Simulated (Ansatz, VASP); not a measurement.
MgO in VASP and in Ansatz

The input INCAR:

```
SYSTEM = MgO
ALGO = Normal
EDIFF = 1E-6
ENCUT = 600
GGA_COMPAT = .FALSE.
ISIF = 2
ISMEAR = 0
LASPH = .TRUE.
LCHARG = .TRUE.
LELF = .TRUE.
LREAL = .FALSE.
LVHAR = .TRUE.
LWAVE = .FALSE.
NBANDS = 11
NELM = 120
PREC = Accurate
SIGMA = 0.02
```

File KPOINTS:

```
k-points
0
G
  10 10 10
  0 0 0
```

POSCAR

```
MgO
1.0
    0.0000000000      2.0803236594      2.0803236594
    2.0803236594      0.0000000000      2.0803236594
    2.0803236594      2.0803236594      0.0000000000
Mg O
1 1
Direct
    0.0000000000      0.0000000000      0.0000000000
    0.5000000000      0.5000000000      0.5000000000
```

Input for Ansatz:

```yaml
crystal:
  lattice:
    - [0.0, 2.0803236594, 2.0803236594]
    - [2.0803236594, 0.0, 2.0803236594]
    - [2.0803236594, 2.0803236594, 0.0]
  atoms:
    - { symbol: Mg, position: [0.0, 0.0, 0.0] }
    - { symbol: O, position: [0.5, 0.5, 0.5] }
basis:
  ecutwfc: 420
kpoints:
  mp_grid: { grid: [10, 10, 10] }
  band_path:
    path:
      - [[0.0, 0.0, 0.0], [0.5, 0.0, 0.5], [0.625, 0.25, 0.625]]
      - [[0.375, 0.375, 0.75], [0.0, 0.0, 0.0], [0.5, 0.5, 0.5], [0.5, 0.25, 0.75], [0.5, 0.0, 0.5]]
    npoints: 10
hamiltonian:
  xc: lda
  pseudopotentials: { kind: paw, azcp: { folder: soft_1 } }
scf:
  occupations: { method: gaussian, width: 0.02 }
  n_extra_bands: 7
output:
  forces: true
  stress: true
  eigenvalues: true
```

Alike in both runs: task single point; functional LDA; k mesh 10 × 10 × 10; occupations gaussian, width 0.02 eV; no spin polarisation.

```csv
,VASP,Ansatz
version,VASP 6.6.1,Ansatz 0.2.0
potentials or method,"VASP PAW LDA potentials, release 64 (Mg, O), cutoff 600 eV","scalar-relativistic, plane waves, PAW"
valence electrons in the cell,8,16
```

```tsv
	VASP	Ansatz	Ansatz less VASP
gap on the k mesh at the Fermi level (eV)	5.03	5.03	+0.003
least direct gap on the mesh (eV)	5.03	5.03	+0.003
pressure (GPa)	-2.1	0.0	+2.13
```

Ansatz warns that its potentials were made for another functional, while VASP's fit it. LDA's correlation is that of Perdew and Zunger in VASP and of Perdew and Wang (1992) in Ansatz. VASP's potentials hold 8 valence electrons a cell and Ansatz's 16, so a difference there can come from the potentials and not from the codes.
